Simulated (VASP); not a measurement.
## Ni: single point with BLYP

Crystal: Ni.

```xyz
8
Lattice="4.5420 0.0000 0.0000 0.0000 4.5420 0.0000 0.0000 0.0000 4.5420" Properties=species:S:1:pos:R:3 pbc="T T T"
Ni    4.5420    0.0000    4.5420
Ni    2.2710    2.2710    2.2710
Ni    1.1355    4.5420    2.2710
Ni    3.4065    0.0000    2.2710
Ni    2.2710    1.1355    4.5420
Ni    2.2710    3.4065    4.5420
Ni    0.0000    2.2710    1.1355
Ni    0.0000    2.2710    3.4065
```

```json
{
 "Program": "VASP 6.6.1",
 "Task": "single point",
 "Functional": "BLYP",
 "Potentials or basis": "VASP PAW PBE potentials, release 64 (Ni)",
 "Cutoff": "520 eV",
 "k mesh": "8 × 8 × 8",
 "Occupations": "fermi-dirac, width 0.05 eV",
 "Spin": "collinear spin, ferromagnetic start",
 "Starting moments": "[0.609, 0.609, 0.599, 0.599, 0.599, 0.599, 0.599, 0.599] μB"
}
```

```json
{
 "Pressure": "0.3 GPa",
 "Net moment": "4.68 μB per cell",
 "Site moments": "Ni +0.60, +0.59 (each value once) μB",
 "Valence electrons inside the program's atomic spheres": "Ni 9.26"
}
```

Levels at points of the mesh, in eV from the Fermi level:
Spin up:
| k point | band 40 | band 41 | band 42 | band 43 | band 44 | band 45 |
| --- | --- | --- | --- | --- | --- | --- |
| (0.00, 0.00, 0.00) | -0.49 | -0.49 | 1.12 | 1.12 | 1.12 | 2.49 |
| (0.50, 0.00, 0.00) | -0.49 | -0.28 | -0.28 | 1.99 | 1.99 | 2.38 |
| (0.50, 0.50, 0.00) | -0.54 | -0.47 | -0.38 | -0.38 | -0.22 | 2.35 |
| (0.50, 0.50, 0.50) | -0.74 | 0.22 | 0.22 | 0.22 | 0.22 | 0.22 |
Spin down:
```csv
k point,band 34,band 35,band 36,band 37,band 38,band 39,band 40,band 41,band 42,band 43
"(0.00, 0.00, 0.00)",-0.26,-0.26,0.02,0.02,0.02,0.18,0.18,0.18,1.59,1.59
"(0.50, 0.00, 0.00)",-0.19,-0.17,-0.17,-0.15,-0.15,0.17,0.17,0.44,0.44,2.25
"(0.50, 0.50, 0.00)",-0.36,-0.15,-0.15,-0.08,0.01,0.05,0.05,0.22,0.28,0.28
"(0.50, 0.50, 0.50)",-0.14,-0.14,-0.14,-0.09,-0.09,-0.09,-0.09,0.72,0.72,0.72
```

It took 13 min on 1 thread of Intel Xeon 8259CL, on a shared host, peak memory 0.39 GiB.

Caveat: the PAW data sets were made with another functional, which shifts forces and pressure a little.
